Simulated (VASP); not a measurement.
Te, 1 atom in the cell. The structure is cubic, space group Im-3m (No. 229). Conventional cell: a = 3.552 Å, b = 3.552 Å, c = 3.552 Å, α = 90.00°, β = 90.00°, γ = 90.00°. Within 4.0 Å of Te (site symmetry m-3m) lie 14 Te at 3.08 to 3.55 Å.  This cell differs from its parent crystal: volume scaled by 0.84.

* Program: VASP 6.6.1
* Task: single point
* Functional: LDA
* Potentials or basis: VASP PAW LDA potentials, release 64 (Te)
* Cutoff: 520 eV
* k mesh: 15 × 15 × 15
* Occupations: fermi-dirac, width 0.1 eV
* Spin: no spin polarisation
* Dipole correction: no
* Further INCAR settings: ALGO = Normal; EDIFF = 1e-07; NBANDS = 9

Potentials or basis: VASP PAW LDA potentials, release 64 (Te).

Run with:

```bash
$ cat potpaw_LDA.64/Te/POTCAR > POTCAR
$ mpirun -np 1 vasp_std > vasp.out
```

Hardware: 1 thread of Intel Xeon 6975P-C, on a shared host.

Estimate the wall time of this run.

It took 10 s on 1 thread of Intel Xeon 6975P-C, on a shared host, peak memory 0.14 GiB. Counts: scf iterations 10, k points 120.
